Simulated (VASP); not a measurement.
A run of VASP 6.6.1:

The input INCAR:

```
SYSTEM = Cr
AGGAC = 1.0 ; AGGAX = 1.0
ALDAC = 0.0 ; ALDAX = 1.0
ALGO = Normal ; EDIFF = 1E-6
ENCUT = 520 ; GGA = B5
ISIF = 2 ; ISMEAR = -1
ISPIN = 2 ; LASPH = .TRUE.
LCHARG = .FALSE. ; LMAXMIX = 4
LORBIT = 11 ; LREAL = .FALSE.
LWAVE = .FALSE. ; MAGMOM = 2.632 -2.632
NBANDS = 23 ; NELM = 150
PREC = Accurate ; SIGMA = 0.05
```

File KPOINTS:

```
k-points
0
G
  11 11 11
  0 0 0
```

Contents of POSCAR:

```
Cr
1.0
    0.0000000000      2.7793687707      2.7793687707
    2.7793687707      0.0000000000      2.7793687707
    2.7793687707      2.7793687707      0.0000000000
Cr
2
Direct
    0.1250000000      0.1250000000      0.1250000000
    0.8750000000      0.8750000000      0.8750000000
```

Potentials or basis: VASP PAW PBE potentials, release 64 (Cr_pv).

Run with:

```console
$ cat potpaw_PBE.64/Cr_pv/POTCAR > POTCAR
$ mpirun -np 1 vasp_std > vasp.out
```

Hardware: 1 thread of Intel(R) Xeon(R) Platinum 8488C (Sapphire Rapids) (shared host).

Problem. How long does it take, and how much memory?

Solution. Wall time 100 s on 1 thread of Intel(R) Xeon(R) Platinum 8488C (Sapphire Rapids), with other jobs on the host, peak memory 0.23 GiB. Counts: scf iterations 15, k points 56.
